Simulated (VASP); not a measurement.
Input of a VASP 6.6.1 run:

Contents of INCAR:

```
SYSTEM = Pb
PREC = Accurate ; ENCUT = 500
EDIFF = 1E-6 ; ISMEAR = -1
SIGMA = 0.05 ; LREAL = .False.
LASPH = .True. ; NELM = 120
ALGO = Normal ; ISIF = 2
LWAVE = .False. ; LCHARG = .False.
GGA = PE ; NBANDS = 13
GGA_COMPAT = .False.
```

KPOINTS

```
Automatic mesh
0
Gamma
  12 12 12
  0 0 0
```

Contents of POSCAR:

```
Pb
1.0
    0.0000000000      2.5102957221      2.5102957221
    2.5102957221      0.0000000000      2.5102957221
    2.5102957221      2.5102957221      0.0000000000
Pb
1
Direct
    0.0000000000      0.0000000000      0.0000000000
```

Potentials or basis: VASP PAW PBE potentials, release 64 (Pb_d).

Launch:

```sh
$ cat potpaw_PBE.64/Pb_d/POTCAR > POTCAR
$ mpirun -np 1 vasp_std > vasp.out
```

Question: Estimate the band gap on the k mesh.

Answer: Zero (band 7 reaches 13.90 eV, above the bottom of band 8 at 5.36 eV).

Question: What does it give for the pressure?

Answer: 0.7 GPa.

Caveat: spin-orbit coupling is left out, which moves the levels of the heavy elements.
